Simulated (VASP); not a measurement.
Runs of VASP 6.6.1 on NaCl. The structure is that of space group Fm-3m (No. 225), or close to it. The cells are those of the table. 

```tsv
level	cell	cutoff (eV)	gap on the mesh (eV)	pressure (GPa)
PBE	a = 4.140 Å, angles 60.0°, 2 atoms	520	4.71	-1.6
r2SCAN	a = 3.917 Å, angles 60.0°, 2 atoms	550	6.15	0.9
PBE	a = 4.040 Å, angles 60.0°, 2 atoms	520	(a)	-0.2
PBE	a = 4.114 Å, angles 60.0°, 2 atoms	520	(c)	(b)
PBE	a = 4.023 Å, angles 60.0°, 2 atoms	520	5.01	0.0
```

Alike in all rows: task single point; potentials or basis VASP PAW PBE potentials, release 64 (Na_pv, Cl); no spin polarisation; k mesh 8 × 8 × 8; smearing gaussian 0.02 eV.

**Question.** Estimate the missing entries.

**Answer.** (a) 4.96; (b) -1.3; (c) 4.77.

Caveats: the PAW data sets were made with another functional, which shifts forces and pressure a little (at least some runs).

A k mesh can miss the band edges.
